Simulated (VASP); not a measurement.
# MoS2 (R3m) in VASP: notebook

MoS2 is run at these levels: PBEsol; tasks: single point, relaxation of cell and atoms.

Everything below comes from runs of VASP 6.6.1. Logs are shortened: lines on timing, memory, paths and dates and some standing lists are left out, and cuts for length are marked.

## Step 1: The cell of the first run

It takes space group R3m (No. 160, trigonal). The conventional cell has a = 3.143 Å, b = 3.143 Å, c = 18.681 Å, α = 90.00°, β = 90.00°, γ = 120.00°. Mo (site symmetry 3m) has 6 S at 2.39 Å and 6 Mo at 3.14 Å within 3.2 Å. S (site symmetry 3m) has 3 Mo at 2.39 Å and 7 S at 3.12 to 3.14 Å within 3.2 Å. S (site symmetry 3m) has 3 Mo at 2.39 Å and 7 S at 3.12 to 3.14 Å within 3.2 Å.

## Step 2: Single point, PBEsol

Input file INCAR:

```
PREC     = Accurate       # precision mode
ENCUT    = 520            # plane-wave cutoff, eV
EDIFF    = 1E-7           # SCF threshold, eV
ISMEAR   = 0              # smearing method
SIGMA    = 0.1            # smearing width, eV
LREAL    = False          # projectors in reciprocal space
LASPH    = True           # aspherical terms in the spheres
NELM     = 80             # most SCF steps
ALGO     = Normal         # electronic algorithm
ISIF     = 2              # what is computed and relaxed
LWAVE    = False          # write WAVECAR
LCHARG   = False          # write CHGCAR
GGA      = PS             # functional
NBANDS   = 20             # bands
```

Input file KPOINTS:

```
regular mesh
0
Gamma
  6 6 6
```

Input file POSCAR:

```
MoS2
1.0
    1.5716034357      0.9073656667      6.2270314812
   -1.5716034357      0.9073656667      6.2270314812
    0.0000000000     -1.8147313334      6.2270314812
Mo S
1 2
Direct
    0.0000024352      0.0000024352      0.0000024352
    0.7500713861      0.7500713861      0.7500713861
    0.5832261787      0.5832261787      0.5832261787
```

Potentials or basis: VASP PAW PBE potentials, release 64 (Mo_sv, S).

Started as:

```sh
> cat potpaw_PBE.64/Mo_sv/POTCAR potpaw_PBE.64/S/POTCAR > POTCAR
> mpirun -np 1 vasp_std > vasp.out
```

OUTCAR:

```text
PREC = Accurate
   ENCUT = 520
   EDIFF = 1E-7
   ISMEAR = 0
   LREAL = False
   LASPH = True
   NELM = 80
   ISIF = 2
   GGA = PS

 ion  position               nearest neighbor table
   1  0.000  0.000  0.000-   2 2.39   2 2.39   2 2.39   3 2.39   3 2.39   3 2.39
   2  0.750  0.750  0.750-   1 2.39   1 2.39   1 2.39
   3  0.583  0.583  0.583-   1 2.39   1 2.39   1 2.39

  LATTYP: Found a trigonal (rhomboedric) cell.
 ALAT       =     6.4860751522
 COS(alpha) =     0.8825773217

  Lattice vectors:

 A1 = (   1.5716034357,   0.9073656667,   6.2270314812)
 A2 = (  -1.5716034357,   0.9073656667,   6.2270314812)
 A3 = (   0.0000000000,  -1.8147313334,   6.2270314812)

Analysis of symmetry for initial positions (statically):
=====================================================================
 Subroutine PRICEL returns:
 Original cell was already a primitive cell.

 Routine SETGRP: Setting up the symmetry group for a
 trigonal (rhombohedral) supercell.

 Subroutine GETGRP returns: Found  6 space group operations
 (whereof  6 operations were pure point group operations)
 out of a pool of 12 trial point group operations.

The static configuration has the point symmetry C_3v.

Analysis of symmetry for dynamics (positions and initial velocities):
=====================================================================
 Subroutine PRICEL returns:
 Original cell was already a primitive cell.

 Routine SETGRP: Setting up the symmetry group for a
 trigonal (rhombohedral) supercell.

 Subroutine GETGRP returns: Found  6 space group operations
 (whereof  6 operations were pure point group operations)
 out of a pool of 12 trial point group operations.

The dynamic configuration has the point symmetry C_3v.

 Subroutine INISYM returns: Found  6 space group operations
 (whereof  6 operations are pure point group operations),
 and found     1 'primitive' translations

----------------------------------------------------------------------------------------

                                     Primitive cell

  volume of cell :      53.2792

  direct lattice vectors                    reciprocal lattice vectors
     1.571603436  0.907365667  6.227031481     0.318146416  0.183681919  0.053530054
    -1.571603436  0.907365667  6.227031481    -0.318146416  0.183681919  0.053530054
     0.000000000 -1.814731333  6.227031481     0.000000000 -0.367363837  0.053530054

  length of vectors
     6.486075152  6.486075152  6.486075152     0.371243392  0.371243392  0.371243392

  position of ions in fractional coordinates (direct lattice)
     0.000002435  0.000002435  0.000002435
     0.750071386  0.750071386  0.750071386
     0.583226179  0.583226179  0.583226179

  ion indices of the primitive-cell ions
   primitive index   ion index
                 1           1
                 2           2
                 3           3

----------------------------------------------------------------------------------------

 KPOINTS: regular mesh

Automatic generation of k-mesh.
 Grid dimensions read from file:
 generate k-points for:    6    6    6

 Generating k-lattice:

  Cartesian coordinates                     Fractional coordinates (reciprocal lattice)
     0.053024403  0.030613653  0.008921676     0.166666667 -0.000000000  0.000000000
    -0.053024403  0.030613653  0.008921676    -0.000000000  0.166666667  0.000000000
     0.000000000 -0.061227306  0.008921676     0.000000000  0.000000000  0.166666667

  Length of vectors
     0.061873899  0.061873899  0.061873899

  Shift w.r.t. Gamma in fractional coordinates (k-lattice)
     0.000000000  0.000000000  0.000000000

 Subroutine IBZKPT returns following result:
 ===========================================

 Found     32 irreducible k-points:

 Following reciprocal coordinates:
            Coordinates               Weight
  0.000000  0.000000  0.000000      1.000000
  0.166667  0.000000  0.000000      6.000000
  0.333333 -0.000000  0.000000      6.000000
  0.500000  0.000000  0.000000      3.000000
  0.166667  0.166667  0.000000      6.000000
  0.333333  0.166667  0.000000     12.000000
[... 16 lines left out ...]
  0.500000  0.500000  0.166667      6.000000
 -0.333333  0.500000  0.166667     12.000000
 [... further k-points ...]
   k-points           NKPTS =     32   k-points in BZ     NKDIM =     32   number of bands    NBANDS=     20
   number of dos      NEDOS =    301   number of ions     NIONS =      3
   total plane-waves  NPLWV = 110592
   dimension x,y,z NGX =    48 NGY =   48 NGZ =   48
   dimension x,y,z NGXF=    96 NGYF=   96 NGZF=   96
   ions per type =               1   2
   NGX,Y,Z   is equivalent  to a cutoff of  12.30, 12.30, 12.30 a.u.
   NGXF,Y,Z  is equivalent  to a cutoff of  24.61, 24.61, 24.61 a.u.
 SYSTEM =  unknown system
   PREC   = accura    normal or accurate (medium, high low for compatibility)
   ISTART =      0    job   : 0-new  1-cont  2-samecut
   ICHARG =      2    charge: 1-file 2-atom 10-const
   ISPIN  =      1    spin polarized calculation?
   LNONCOLLINEAR =      F non collinear calculations
   LSORBIT =      F    spin-orbit coupling
   LASPH  =      T    aspherical Exc in radial PAW
   ENCUT  =  520.0 eV  38.22 Ry    6.18 a.u.  12.06 12.06 12.06*2*pi/ulx,y,z
   NELM   =     80;   NELMIN=  2; NELMDL= -5     # of ELM steps
   EDIFF  = 0.1E-06   stopping-criterion for ELM
   LREAL  =      F    real-space projection
   EDIFFG = 0.1E-05   stopping-criterion for IOM
   NSW    =      0    number of steps for IOM
   IBRION =     -1    ionic relax: 0-MD 1-quasi-New 2-CG
   NFREE  =      0    steps in history (QN), initial steepest desc. (CG)
   ISIF   =      2    stress and relaxation
   ISYM   =      2    0-nonsym 1-usesym 2-fastsym
   POTIM  = 0.5000    time-step for ionic-motion
   TEBEG  =    0.0;   TEEND  =   0.0 temperature during run
   PSTRESS=    0.0 pullay stress
   NELECT =      26.0000    total number of electrons
   NUPDOWN=      -1.0000    fix difference up-down
   EMIN   =  10.00;   EMAX   =-10.00  energy-range for DOS
   EFERMI =   0.00;   METHOD = LEGACY
   ISMEAR =     0;   SIGMA  =   0.10  broadening in eV -4-tet -1-fermi 0-gaus
   EFERMI_NEDOS =   21; number of points for ismear=-14 and -15
   IALGO  =     38    algorithm
   IMIX   =      4    mixing-type and parameters
     AMIX     =   0.40;   BMIX     =  1.00
     AMIX_MAG =   1.60;   BMIX_MAG =  1.00
  volume/ion in A,a.u.               =      17.76       119.85
  Fermi-wavevector in a.u.,A,eV,Ry     =   1.288883  2.435635 22.602253  1.661219
  Thomas-Fermi vector in A             =   2.420809
   LORBIT       =      0    0 simple, 1 ext, 2 COOP (PROOUT), +10 PAW based schemes
   GGA     = PS    functional components
   LHFCALC =     F    Hartree Fock is set to
   AEXX    =    0.0000 exact exchange contribution
   IVDW    =     0    specifies the selected vdW correction
   LEPSILON=     F    determine dielectric tensor
   LRPA    =     F    only Hartree local field effects (RPA)
 non-spin polarized calculation
 Gauss-broadening in eV      SIGMA  =   0.10
  energy-cutoff  :      520.00
  volume of cell :       53.28
 maximum number of plane-waves:      1450
   NGX = 25   NGY = 25   NGZ = 25

 number of electron      25.9999999 magnetization

 Free energy of the ion-electron system (eV)
  ---------------------------------------------------
  ext. energy  EPLUGINS =         0.00000000
  ---------------------------------------------------
  free energy    TOTEN  =       -23.44970359 eV

  energy without entropy =      -23.44970359  energy(sigma->0) =      -23.44970359

 E-fermi :   7.9806     XC(G=0): -10.9889

 val. band max:        7.4308440069   @ k =   0.5000   0.5000   0.5000
 cond. band min:       8.4059396353   @ k =  -0.1667   0.1667   0.0000
 fundamental gap:      0.9750956284
 Fermi energy:         7.9806304081

 k-point     1 :       0.0000    0.0000    0.0000
  band No.  band energies     occupation
      1     -53.9076      2.00000
      2     -28.1217      2.00000
      3     -27.8559      2.00000
      4     -27.8559      2.00000
      5      -7.5624      2.00000
      6      -5.8925      2.00000
[... 12 lines left out ...]
     19      15.6723      0.00000
     20      15.7974      0.00000

 k-point     2 :       0.1667    0.0000    0.0000
  band No.  band energies     occupation
      1     -53.8964      2.00000
      2     -28.0999      2.00000
      3     -27.9659      2.00000
      4     -27.8809      2.00000
      5      -7.1325      2.00000
      6      -5.7514      2.00000
[... 12 lines left out ...]
     19      16.0564      0.00000
     20      16.6643      0.00000

 k-point     3 :       0.3333   -0.0000    0.0000
  band No.  band energies     occupation
      1     -53.8739      2.00000
      2     -28.1804      2.00000
      3     -28.0560      2.00000
      4     -27.9304      2.00000
      5      -6.1153      2.00000
      6      -5.4242      2.00000
[... 12 lines left out ...]
     19      14.8999      0.00000
     20      15.2774      0.00000

 k-point     4 :       0.5000    0.0000    0.0000
  band No.  band energies     occupation
      1     -53.8626      2.00000
      2     -28.2850      2.00000
      3     -28.0339      2.00000
      4     -27.9550      2.00000
      5      -5.4618      2.00000
      6      -5.2368      2.00000
[... 12 lines left out ...]
     19      14.2867      0.00000
     20      14.8688      0.00000

 k-point     5 :       0.1667    0.1667    0.0000
  band No.  band energies     occupation
      1     -53.8964      2.00000
      2     -28.0999      2.00000
      3     -27.9659      2.00000
      4     -27.8809      2.00000
      5      -7.1163      2.00000
      6      -5.7789      2.00000
[... 12 lines left out ...]
     19      16.1070      0.00000
     20      16.5671      0.00000
[... 353 lines left out ...]
      6      -5.2842      2.00000
[... 12 lines left out ...]
     19      15.8902      0.00000
     20      16.1430      0.00000

 k-point    22 :      -0.1667    0.3333    0.1667
  band No.  band energies     occupation
      1     -53.8626      2.00000
      2     -28.2316      2.00000
      3     -28.0340      2.00000
      4     -28.0109      2.00000
      5      -5.4848      2.00000
      6      -5.2218      2.00000
[... 12 lines left out ...]
     19      15.5825      0.00000
     20      16.1623      0.00000

 k-point    23 :       0.5000    0.5000    0.1667
  band No.  band energies     occupation
      1     -53.8739      2.00000
      2     -28.1804      2.00000
      3     -28.0560      2.00000
      4     -27.9304      2.00000
      5      -5.9717      2.00000
      6      -5.6019      2.00000
[... 12 lines left out ...]
     19      15.0795      0.00000
     20      16.1029      0.00000

 k-point    24 :      -0.3333    0.5000    0.1667
  band No.  band energies     occupation
      1     -53.8626      2.00000
      2     -28.2316      2.00000
      3     -28.0340      2.00000
      4     -28.0109      2.00000
      5      -5.3881      2.00000
      6      -5.3252      2.00000
[... 12 lines left out ...]
     19      15.6006      0.00000
     20      16.0037      0.00000

 [... further k-points ...]
[... 5 lines left out ...]
  --------------------------------------------------------------------------------------
  -------------------------------------------------------------------------------------
  Total       -0.0029827     -0.0029827      0.0098614      0.0000000      0.0000000      0.0000000
  in kB       -0.0896940     -0.0896940      0.2965463      0.0000000      0.0000000      0.0000000
  external PRESSURE =       0.0390528 kB  Pullay stress =       0.0000000 kB

 VOLUME and BASIS-vectors are now :
 -----------------------------------------------------------------------------
  energy-cutoff  :      520.00
  volume of cell :       53.28
      direct lattice vectors                 reciprocal lattice vectors
     1.571603436  0.907365667  6.227031481     0.318146416  0.183681919  0.053530054
    -1.571603436  0.907365667  6.227031481    -0.318146416  0.183681919  0.053530054
     0.000000000 -1.814731333  6.227031481     0.000000000 -0.367363837  0.053530054

 POSITION                                       TOTAL-FORCE (eV/Angst)
 -----------------------------------------------------------------------------------
      0.00000      0.00000      0.00005         0.000000      0.000000     -0.001650
      0.00000      0.00000     14.01215         0.000000      0.000000     -0.007746
      0.00000      0.00000     10.89530         0.000000     -0.000000      0.009395
 -----------------------------------------------------------------------------------
    total drift:                                0.000000     -0.000000     -0.000007

  FREE ENERGIE OF THE ION-ELECTRON SYSTEM (eV)
  ---------------------------------------------------
  free  energy   TOTEN  =       -23.4497035875 eV

  energy  without entropy=      -23.4497035875  energy(sigma->0) =      -23.44970359
```

It took 2.1 min on 1 thread of Intel Xeon Platinum 8259CL at 2.50GHz (Skylake/Cascade Lake), shared host; peak memory 0.31 GiB.

What came out:

- Free energy: -23.4497 eV
- Pressure: 0.0 GPa
- Largest force: 0.009 eV/Å
- Band gap on the k mesh: 0.98 eV, indirect (least direct gap 1.80 eV)

Forces on the atoms (eV/Å):
```
Mo   0.000  0.000 -0.002
S    0.000  0.000 -0.008
S    0.000  0.000  0.009
```

Caveat: the PAW data sets were made with another functional, which shifts forces and pressure a little. A k mesh can miss the band edges.

(Continued in part 2 of 2.)
